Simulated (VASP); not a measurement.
# Li2SnF3 (P3m1) in VASP: notebook, part 2 of 2

VASP 6.6.1. The steps go on from the part before.

## 4. Relaxation of cell and atoms, PBE+D3(BJ)

This run uses another cell than the first one, of 11.65 Å³/atom.

The input, INCAR:

```
SYSTEM = Li2SnF3
  PREC = Accurate
  ENCUT = 600
  EDIFF = 1E-7
  ISMEAR = 0
  SIGMA = 0.1
  LREAL = .FALSE.
  LASPH = .TRUE.
  NELM = 100
  ALGO = Normal
  ISIF = 3
  LWAVE = .FALSE.
  LCHARG = .FALSE.
  GGA = PE
  IVDW = 12
  IBRION = 2
  NSW = 90
  EDIFFG = -0.04
```

The input, KPOINTS:

```
Automatic mesh
0
G
  6 6 4
  0 0 0
```

The input, POSCAR:

```
Li2SnF3
1.0
    3.2869252700      0.0000000000      0.0000000000
   -1.6434626300      2.8465607800      0.0000000000
    0.0000000000      0.0000000000      7.4682149500
Li Sn F
2 1 3
Direct
    0.0000000000      0.0000000000      0.2806512600
    0.3333333300      0.6666666700      0.8616402100
    0.3333333300      0.6666666700      0.1191470500
    0.0000000000      0.0000000000      0.0000000000
    0.3333333300      0.6666666700      0.3997983100
    0.6666666700      0.3333333300      0.7232804200
```

Launch:

```sh
$ cat potpaw_PBE.64/Li_sv/POTCAR potpaw_PBE.64/Sn_d/POTCAR potpaw_PBE.64/F/POTCAR > POTCAR
$ mpirun -np 1 vasp_std > vasp.out
```

Wall time 33 min (1 thread of AMD EPYC 7R43 (Zen 3), shared host); peak memory 0.21 GiB.

The run converged. Its results:

```yaml
Free_energy: -28.7266 eV
Relaxed_volume: 11.55 Å³/atom
Relaxed_cell: a = 3.035 Å, b = 3.035 Å, c = 8.691 Å, α = 90.00°, β = 90.00°, γ = 120.00°
Space_group_after_relaxing_to_0.1_Å: P3m1 (No. 156)
Energy_gained_by_relaxing: 1663.6 meV/atom
Ionic_steps: 30
Pressure_after_relaxing: 0.0 GPa
Largest_force_after_relaxing: 0.023 eV/Å
Band_gap_on_the_k_mesh: zero (an odd number of electrons rules out a gap without spin polarisation)
Dispersion_energy_per_atom: -0.182 eV
```

Forces in eV/Å, atoms in the order of the input:
```
Li   0.000  0.000  0.023
Li   0.000  0.000 -0.013
Sn   0.000  0.000  0.009
F    0.000  0.000 -0.012
F    0.000  0.000 -0.018
F    0.000  0.000  0.011
```

Step by step:
| step | energy change (eV) | largest force (eV/Å) | pressure (GPa) | volume (Å³) |
| --- | --- | --- | --- | --- |
| 1 | 0.0000 | 8.9613 | 36.37 | 69.88 |
| 2 | -5.3655 | 3.8716 | -2.78 | 100.09 |
| 3 | -5.3866 | 3.5893 | -1.31 | 96.57 |
| 4 | -6.6338 | 2.6440 | -5.56 | 97.98 |
| 5 | -7.6805 | 1.4305 | -7.52 | 99.88 |
| 6 | -7.8101 | 1.1741 | -7.41 | 100.49 |
| 7 | -8.4117 | 2.1639 | 1.14 | 85.89 |
| 8 | -8.4124 | 2.2114 | 1.61 | 85.35 |
| 9 | -8.6412 | 1.2779 | -0.38 | 82.15 |
| 10 | -8.6648 | 1.0917 | -0.15 | 82.89 |
| 11 | -8.7831 | 0.9670 | -0.17 | 82.24 |
| 12 | -8.9794 | 0.7310 | -0.43 | 80.19 |
| 13 | -9.0005 | 0.9034 | -0.50 | 79.15 |
| 14 | -9.0868 | 0.9823 | -0.70 | 78.48 |
| 15 | -9.3177 | 1.2051 | -1.30 | 76.48 |
| 16 | -9.5228 | 1.3958 | -1.11 | 72.58 |
| 17 | -9.5271 | 1.2750 | -1.48 | 73.50 |
| 18 | -9.6890 | 0.8962 | -0.52 | 71.50 |
| 19 | -9.7438 | 1.1546 | 0.93 | 69.67 |
| 20 | -9.8426 | 0.7029 | 0.01 | 70.16 |
| 21 | -9.9038 | 0.8804 | -0.98 | 70.93 |
| 22 | -9.9598 | 0.2709 | -1.07 | 70.30 |
| 23 | -9.9661 | 0.2430 | -1.02 | 70.00 |
| 24 | -9.9757 | 0.0996 | 0.48 | 68.78 |
| 25 | -9.9758 | 0.0965 | 0.32 | 68.90 |
| 26 | -9.9781 | 0.0916 | 0.15 | 69.11 |
| 27 | -9.9796 | 0.0898 | -0.09 | 69.44 |
| 28 | -9.9811 | 0.0531 | -0.23 | 69.52 |
| 29 | -9.9813 | 0.0546 | -0.30 | 69.56 |
| 30 | -9.9818 | 0.0234 | -0.03 | 69.32 |

Final structure:
```
Li Sn F
1.0
     3.03474    0.00000    0.00000
    -1.51737    2.62816    0.00000
     0.00000    0.00000    8.69074
Li Sn F
2 1 3
Direct
  0.00000 0.00000 0.51842
  0.33333 0.66667 0.77708
  0.33333 0.66667 0.14348
  0.00000 0.00000 0.90223
  0.33333 0.66667 0.39688
  0.66667 0.33333 0.64644
```

Levels at points of the mesh, in eV from the Fermi level:
```
           k point  band 18  band 19  band 20  band 21  band 22  band 23
(0.00, 0.00, 0.00)    -2.83    -2.65    -2.65     1.84     6.69     7.77
(0.50, 0.00, 0.00)    -3.20    -2.86    -2.10    -1.58     5.31     6.55
(0.00, 0.00, 0.50)    -2.65    -2.65    -2.35     1.66     6.97     7.71
(0.50, 0.00, 0.50)    -3.01    -2.84    -2.05    -1.79     5.42     6.55
```

Caveat: the k points lie up to 0.40 Å⁻¹ apart in the final cell, too coarse for converged energies and pressures of a metal; the cutoff is under 1.25 times the usual one of these potentials, so pressure, stress and relaxed cells hold a basis-set (Pulay) error; a cell axis changed by over 15 % at a fixed basis, so the end point is rough; spin-orbit coupling is left out, which moves the levels of the heavy elements; an odd number of electrons without spin polarisation forces a metal; a magnetic or distorted state may lie lower.

## 5. Relaxation of cell and atoms, PBE+D3(BJ)

This run uses another cell than the first one, of 11.64 Å³/atom.

The input, INCAR:

```
PREC = Accurate ; ENCUT = 600
EDIFF = 1E-6 ; ISMEAR = 0
SIGMA = 0.1 ; LREAL = F
LASPH = T ; NELM = 80
ALGO = Normal ; ISIF = 3
LWAVE = F ; LCHARG = F
GGA = PE ; IVDW = 12
IBRION = 2 ; NSW = 100
EDIFFG = -0.01
```

The input, KPOINTS:

```
regular mesh
0
Gamma
  12 12 6
```

The input, POSCAR:

```
Li2SnF3
1.0
    3.0408374788      0.0000000000      0.0000000000
   -1.5204187394      2.6334425054      0.0000000000
    0.0000000000      0.0000000000      8.7191560176
Li Sn F
2 1 3
Direct
    0.0000000000      0.0000000000      0.5194169631
    0.3333333333      0.6666666667      0.7785128609
    0.3333333333      0.6666666667      0.1438864194
    0.0000000000      0.0000000000      0.9013705036
    0.3333333333      0.6666666667      0.3954834581
    0.6666666667      0.3333333333      0.6458470448
```

Launch:

```sh
$ cat potpaw_PBE.64/Li_sv/POTCAR potpaw_PBE.64/Sn_d/POTCAR potpaw_PBE.64/F/POTCAR > POTCAR
$ mpirun -np 1 vasp_std > vasp.out
```

It took 14 min on 1 thread of AMD EPYC 7R43 (Zen 3), shared host; peak memory 0.3 GiB.

The run converged. Its results:

```yaml
Free_energy: -28.7061 eV
Relaxed_volume: 11.61 Å³/atom
Relaxed_cell: a = 3.039 Å, b = 3.039 Å, c = 8.716 Å, α = 90.00°, β = 90.00°, γ = 120.00°
Space_group_after_relaxing_to_0.1_Å: P3m1 (No. 156)
Energy_gained_by_relaxing: 0.1 meV/atom
Ionic_steps: 8
Pressure_after_relaxing: 0.0 GPa
Largest_force_after_relaxing: 0.006 eV/Å
Band_gap_on_the_k_mesh: zero (an odd number of electrons rules out a gap without spin polarisation)
Dispersion_energy_per_atom: -0.181 eV
```

Forces on the atoms (eV/Å):
```
Li   0.000  0.000 -0.006
Li   0.000  0.000  0.002
Sn   0.000  0.000 -0.001
F    0.000  0.000  0.002
F    0.000  0.000  0.002
F    0.000  0.000  0.000
```

The path:
```csv
step,energy change (eV),largest force (eV/Å),pressure (GPa),volume (Å³)
1,0.0000,0.0436,-0.06,69.82
2,-0.0002,0.0297,-0.05,69.78
3,-0.0002,0.0294,-0.04,69.76
4,-0.0003,0.0171,0.01,69.71
5,-0.0003,0.0169,0.05,69.67
6,-0.0003,0.0115,0.00,69.70
7,-0.0004,0.0108,-0.03,69.72
8,-0.0004,0.0059,0.01,69.69
```

Final structure:
```
Li Sn F
1.0
     3.03857    0.00000    0.00000
    -1.51928    2.63148    0.00000
     0.00000    0.00000    8.71566
Li Sn F
2 1 3
Cartesian
  1.5193 2.6315 4.5268
  0.0000 1.7543 6.7760
  0.0000 1.7543 1.2507
  0.0000 0.0000 7.8603
  0.0000 1.7543 3.4520
  1.5193 0.8772 5.6325
```

Levels at points of the mesh, in eV from the Fermi level:
```
           k point  band 16  band 17  band 18  band 19  band 20  band 21  band 22  band 23  band 24
(0.00, 0.00, 0.00)    -3.93    -3.74    -3.74    -3.57    -3.57     0.90     5.72     6.82     9.18
(0.50, 0.00, 0.00)    -4.66    -4.19    -4.13    -3.78    -3.04    -2.52     4.37     5.58     7.27
(0.00, 0.00, 0.50)    -3.73    -3.73    -3.58    -3.58    -3.28     0.73     6.00     6.76     8.95
(0.50, 0.00, 0.50)    -4.64    -4.23    -3.94    -3.76    -2.99    -2.72     4.47     5.58     7.29
```

Caveat: the cutoff is under 1.25 times the usual one of these potentials, so pressure, stress and relaxed cells hold a basis-set (Pulay) error; spin-orbit coupling is left out, which moves the levels of the heavy elements; an odd number of electrons without spin polarisation forces a metal; a magnetic or distorted state may lie lower.

## 6. Overview

| task | cell | k mesh | cutoff (eV) | gap on the mesh (eV) | pressure (GPa) | relaxed volume (Å³/atom) | largest force (eV/Å) |
| --- | --- | --- | --- | --- | --- | --- | --- |
| single point | a = 3.046, b = 3.046, c = 8.736 Å, angles 90.0, 90.0, 120.0°, 6 atoms, atomic positions A | 12 × 12 × 6 | 520 | none | - | - | 0.04 |
| relaxation of cell and atoms | relaxed from a = 3.287, b = 3.287, c = 7.468 Å, angles 90.0, 90.0, 120.0°, 6 atoms, atomic positions B | 6 × 6 × 4 | 600 | none | 0.0 | 11.55 | 0.02 |
| relaxation of cell and atoms | relaxed from a = 3.041, b = 3.041, c = 8.719 Å, angles 90.0, 90.0, 120.0°, 6 atoms, atomic positions C | 12 × 12 × 6 | 600 | none | 0.0 | 11.61 | 0.01 |

Alike in all rows: level PBE+D3(BJ); potentials or basis VASP PAW PBE potentials, release 64 (Li_sv, Sn_d, F); no spin polarisation; smearing gaussian 0.1 eV.

Caveats: some runs use coarse meshes; the cutoff is under 1.25 times the usual one of these potentials, so pressure, stress and relaxed cells hold a basis-set (Pulay) error; spin-orbit coupling is left out, which moves the levels of the heavy elements; an odd number of electrons without spin polarisation forces a metal; a magnetic or distorted state may lie lower; a cell axis changed by over 15 % at a fixed basis, so the end point is rough (at least some runs).

Absolute energies hang on the potentials; compare differences alone.
